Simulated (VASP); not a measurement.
# Ti (I4/mmm) in VASP: a series of runs

Runs on Ti. Level: PBEsol. Tasks: single point.

Program: VASP 6.6.1. These are calculated values, not measurements. Logs are shortened: lines on timing, memory, paths and dates and some standing lists are left out, and cuts for length are marked.

### Step 1. The cell of the first run

The structure is tetragonal, space group I4/mmm (No. 139). The conventional cell has a = 3.404 Å, b = 3.404 Å, c = 3.159 Å, α = 90.00°, β = 90.00°, γ = 90.00°. Within 3.8 Å of Ti (site symmetry 4/mmm) lie 14 Ti at 2.88 to 3.40 Å.

### Step 2. Single point, PBEsol (volume 18.300 Å^3 an atom, c/a of the conventional cell 0.9280)

The input, INCAR:

```
SYSTEM = Ti
  ALGO = Fast
  EDIFF = 1E-7
  ENCUT = 520
  GGA = PS
  ISIF = 2
  ISMEAR = 0
  LASPH = .True.
  LCHARG = .False.
  LREAL = .False.
  LWAVE = .False.
  NBANDS = 12
  NELM = 80
  PREC = Accurate
  SIGMA = 0.15
```

The input, KPOINTS:

```
k-points
0
Gamma
  22 22 22
  0 0 0
```

The input, POSCAR:

```
Ti
1.0
   -1.7019535669      1.7019535669      1.5794129101
    1.7019535669     -1.7019535669      1.5794129101
    1.7019535669      1.7019535669     -1.5794129101
Ti
1
Direct
    0.0000000000      0.0000000000      0.0000000000
```

Potentials or basis: VASP PAW PBE potentials, release 64 (Ti_sv).

Launch:

```sh
$ cat potpaw_PBE.64/Ti_sv/POTCAR > POTCAR
$ mpirun -np 1 vasp_std > vasp.out
```

OUTCAR:

```text
SYSTEM = Ti
   EDIFF = 1E-7
   ENCUT = 520
   GGA = PS
   ISIF = 2
   ISMEAR = 0
   LASPH = .True.
   LREAL = .False.
   NELM = 80
   PREC = Accurate

 ion  position               nearest neighbor table
   1  0.000  0.000  0.000-

  LATTYP: Found a body centered tetragonal cell.
 ALAT       =     3.4039071338
 C/A-ratio  =     0.9280000000

  Lattice vectors:

 A1 = (  -1.7019535669,   1.7019535669,   1.5794129101)
 A2 = (   1.7019535669,  -1.7019535669,   1.5794129101)
 A3 = (   1.7019535669,   1.7019535669,  -1.5794129101)

Analysis of symmetry for initial positions (statically):
=====================================================================
 Subroutine PRICEL returns:
 Original cell was already a primitive cell.

 Routine SETGRP: Setting up the symmetry group for a
 body centered tetragonal supercell.

 Subroutine GETGRP returns: Found 16 space group operations
 (whereof 16 operations were pure point group operations)
 out of a pool of 16 trial point group operations.

The static configuration has the point symmetry D_4h.

Analysis of symmetry for dynamics (positions and initial velocities):
=====================================================================
 Subroutine PRICEL returns:
 Original cell was already a primitive cell.

 Routine SETGRP: Setting up the symmetry group for a
 body centered tetragonal supercell.

 Subroutine GETGRP returns: Found 16 space group operations
 (whereof 16 operations were pure point group operations)
 out of a pool of 16 trial point group operations.

The dynamic configuration has the point symmetry D_4h.

 Subroutine INISYM returns: Found 16 space group operations
 (whereof 16 operations are pure point group operations),
 and found     1 'primitive' translations

----------------------------------------------------------------------------------------

                                     Primitive cell

  volume of cell :      18.3000

  direct lattice vectors                    reciprocal lattice vectors
    -1.701953567  1.701953567  1.579412910     0.000000000  0.293780048  0.316573327
     1.701953567 -1.701953567  1.579412910     0.293780048  0.000000000  0.316573327
     1.701953567  1.701953567 -1.579412910     0.293780048  0.293780048  0.000000000

  length of vectors
     2.878860370  2.878860370  2.878860370     0.431885851  0.431885851  0.415467728

  position of ions in fractional coordinates (direct lattice)
     0.000000000  0.000000000  0.000000000

[... 78 lines left out ...]
   NSW    =      0    number of steps for IOM
   IBRION =     -1    ionic relax: 0-MD 1-quasi-New 2-CG
   NFREE  =      0    steps in history (QN), initial steepest desc. (CG)
   ISIF   =      2    stress and relaxation
   ISYM   =      2    0-nonsym 1-usesym 2-fastsym
   POTIM  = 0.5000    time-step for ionic-motion
   TEBEG  =    0.0;   TEEND  =   0.0 temperature during run
   PSTRESS=    0.0 pullay stress
   NELECT =      12.0000    total number of electrons
   NUPDOWN=      -1.0000    fix difference up-down
   EMIN   =  10.00;   EMAX   =-10.00  energy-range for DOS
   EFERMI =   0.00;   METHOD = LEGACY
   ISMEAR =     0;   SIGMA  =   0.15  broadening in eV -4-tet -1-fermi 0-gaus
   EFERMI_NEDOS =   21; number of points for ismear=-14 and -15
   IALGO  =     68    algorithm
   IMIX   =      4    mixing-type and parameters
     AMIX     =   0.40;   BMIX     =  1.00
     AMIX_MAG =   1.60;   BMIX_MAG =  1.00
  volume/ion in A,a.u.               =      18.30       123.49
  Fermi-wavevector in a.u.,A,eV,Ry     =   1.422279  2.687718 27.522931  2.022878
  Thomas-Fermi vector in A             =   2.543000
   LORBIT       =      0    0 simple, 1 ext, 2 COOP (PROOUT), +10 PAW based schemes
   GGA     = PS    functional components
   LHFCALC =     F    Hartree Fock is set to
   AEXX    =    0.0000 exact exchange contribution
   IVDW    =     0    specifies the selected vdW correction
   LEPSILON=     F    determine dielectric tensor
   LRPA    =     F    only Hartree local field effects (RPA)
 non-spin polarized calculation
 RMM-DIIS sequential band-by-band and
 Gauss-broadening in eV      SIGMA  =   0.15
  energy-cutoff  :      520.00
  volume of cell :       18.30
 maximum number of plane-waves:       513
 NGX is ok and might be reduce to    24
   NGX = 11   NGY = 11   NGZ = 11

 number of electron      11.9999998 magnetization

 Free energy of the ion-electron system (eV)
  ---------------------------------------------------
  ext. energy  EPLUGINS =         0.00000000
  ---------------------------------------------------
  free energy    TOTEN  =        -8.19634488 eV

  energy without entropy =       -8.16871129  energy(sigma->0) =       -8.18252808

 E-fermi :   7.4433     XC(G=0): -11.3851

 val. band max:        7.4432302004   @ k =  -0.3182   0.1364   0.0455
 cond. band min:       7.4441494965   @ k =  -0.4545   0.2727   0.0455
 fundamental gap:      0.0009192960
 Fermi energy:         7.4433057700

 k-point     1 :       0.0000    0.0000    0.0000
  band No.  band energies     occupation
      1     -48.9833      2.00000
      2     -24.9919      2.00000
      3     -24.9878      2.00000
      4     -24.9878      2.00000
      5       1.5936      2.00000
      6       8.0381      0.00000
      7       8.5587      0.00000
      8       8.5587      0.00000
      9       9.6765      0.00000
     10      10.2829      0.00000
     11      24.0505      0.00000
     12      24.0505      0.00000
[... 331 lines left out ...]
 k-point    24 :      -0.4545    0.0455    0.0000
  band No.  band energies     occupation
      1     -48.8764      2.00000
      2     -25.5348      2.00000
      3     -25.1725      2.00000
      4     -25.0139      2.00000
      5       5.0618      2.00000
      6       6.9497      2.00000
      7       8.2435      0.00000
      8      10.0184      0.00000
      9      10.5090      0.00000
     10      11.3119      0.00000
     11      16.4433      0.00000
     12      20.3900      0.00000

 [... further k-points ...]
[... 5 lines left out ...]
  --------------------------------------------------------------------------------------
  -------------------------------------------------------------------------------------
  Total       -1.0227826     -1.0227826     -1.2703551      0.0000000      0.0000000     -0.0000000
  in kB      -89.5453043    -89.5453043   -111.2204455      0.0000000      0.0000000     -0.0000000
  external PRESSURE =     -96.7703513 kB  Pullay stress =       0.0000000 kB

 VOLUME and BASIS-vectors are now :
 -----------------------------------------------------------------------------
  energy-cutoff  :      520.00
  volume of cell :       18.30
      direct lattice vectors                 reciprocal lattice vectors
    -1.701953567  1.701953567  1.579412910     0.000000000  0.293780048  0.316573327
     1.701953567 -1.701953567  1.579412910     0.293780048  0.000000000  0.316573327
     1.701953567  1.701953567 -1.579412910     0.293780048  0.293780048  0.000000000

 POSITION                                       TOTAL-FORCE (eV/Angst)
 -----------------------------------------------------------------------------------
      0.00000      0.00000      0.00000        -0.000000     -0.000000      0.000000
 -----------------------------------------------------------------------------------
    total drift:                                0.000000     -0.000000      0.000000

  FREE ENERGIE OF THE ION-ELECTRON SYSTEM (eV)
  ---------------------------------------------------
  free  energy   TOTEN  =        -8.1963448771 eV

  energy  without entropy=       -8.1687112898  energy(sigma->0) =       -8.18252808
```

OSZICAR:

```text
N       E                     dE             d eps       ncg     rms          rms(c)
DAV:   1     0.873143117671E+02    0.87314E+02   -0.65273E+03 20040   0.119E+03
DAV:   2    -0.498022796949E+01   -0.92295E+02   -0.90003E+02 20396   0.297E+02
DAV:   3    -0.937394112405E+01   -0.43937E+01   -0.43401E+01 28344   0.656E+01
[... 18 lines left out ...]
RMM:  22    -0.819634427683E+01   -0.27664E-06   -0.28018E-06 19446   0.560E-03    0.168E-03
RMM:  23    -0.819634454910E+01   -0.27227E-06   -0.25411E-06 16909   0.434E-03    0.161E-03
RMM:  24    -0.819634468931E+01   -0.14021E-06   -0.12056E-06 16820   0.367E-03    0.146E-03
RMM:  25    -0.819634481842E+01   -0.12910E-06   -0.11803E-06 15874   0.312E-03    0.129E-03
RMM:  26    -0.819634487713E+01   -0.58714E-07   -0.72477E-07 15342   0.266E-03
   1 F= -.81963449E+01 E0= -.81825281E+01  d E =-.276336E-01
```

Run time: 2.5 min. Hardware: 1 thread of Intel Xeon 6975P-C (Granite Rapids), shared host; peak memory 0.29 GiB.

What came out:

* Free energy: -8.1963 eV
* Pressure: -9.7 GPa
* Band gap on the k mesh: zero (band 6 reaches 8.31 eV, above the bottom of band 7 at 6.86 eV)

Caveat: the PAW data sets were made with another functional, which shifts forces and pressure a little.

### Step 3. Single point, PBEsol (volume 18.300 Å^3 an atom, c/a of the conventional cell 1.0776)

The input, INCAR:

```
SYSTEM = Ti
PREC = Accurate
ENCUT = 520
EDIFF = 1E-6
ISMEAR = 0
SIGMA = 0.15
LREAL = .False.
LASPH = .True.
NELM = 60
ALGO = Fast
ISIF = 2
LWAVE = .False.
LCHARG = .False.
GGA = PS
NBANDS = 12
```

The input, KPOINTS:

```
regular mesh
0
Gamma
  22 22 22
  0 0 0
```

The input, POSCAR:

```
Ti
1.0
   -1.6192398071      1.6192398071      1.7448928161
    1.6192398071     -1.6192398071      1.7448928161
    1.6192398071      1.6192398071     -1.7448928161
Ti
1
Direct
    0.0000000000      0.0000000000      0.0000000000
```

Potentials or basis: VASP PAW PBE potentials, release 64 (Ti_sv).

Launch:

```sh
$ cat potpaw_PBE.64/Ti_sv/POTCAR > POTCAR
$ mpirun -np 1 vasp_std > vasp.out
```

It took 2.3 min on 1 thread of Intel Xeon 6975P-C (Granite Rapids), shared host; peak memory 0.27 GiB.

It converged, with:

```yaml
Free_energy: -8.1947 eV
Pressure: -9.6 GPa
Band_gap_on_the_k_mesh: zero (band 6 reaches 8.34 eV, above the bottom of band 7 at 6.84 eV)
```

Stress tensor (GPa, compression positive):
```
-10.17   0.00   0.00
  0.00 -10.17   0.00
  0.00   0.00  -8.51
```

Levels at points of the mesh, in eV from the Fermi level:
| k point | band 2 | band 3 | band 4 | band 5 | band 6 | band 7 | band 8 | band 9 | band 10 | band 11 |
| --- | --- | --- | --- | --- | --- | --- | --- | --- | --- | --- |
| (0.00, 0.00, 0.00) | -32.44 | -32.44 | -32.43 | -5.85 | 0.79 | 0.79 | 1.25 | 2.27 | 2.80 | 16.28 |
| (0.50, 0.00, 0.00) | -33.01 | -32.60 | -32.43 | -2.36 | -0.16 | 0.85 | 2.22 | 2.94 | 3.93 | 8.04 |
| (0.50, 0.50, 0.00) | -33.00 | -32.63 | -32.47 | -2.34 | -0.74 | 1.32 | 2.90 | 3.05 | 4.03 | 8.56 |
| (0.50, 0.50, 0.50) | -32.88 | -32.80 | -32.80 | -2.05 | -1.86 | 3.58 | 3.70 | 3.70 | 6.61 | 8.62 |

Caveat: the PAW data sets were made with another functional, which shifts forces and pressure a little.
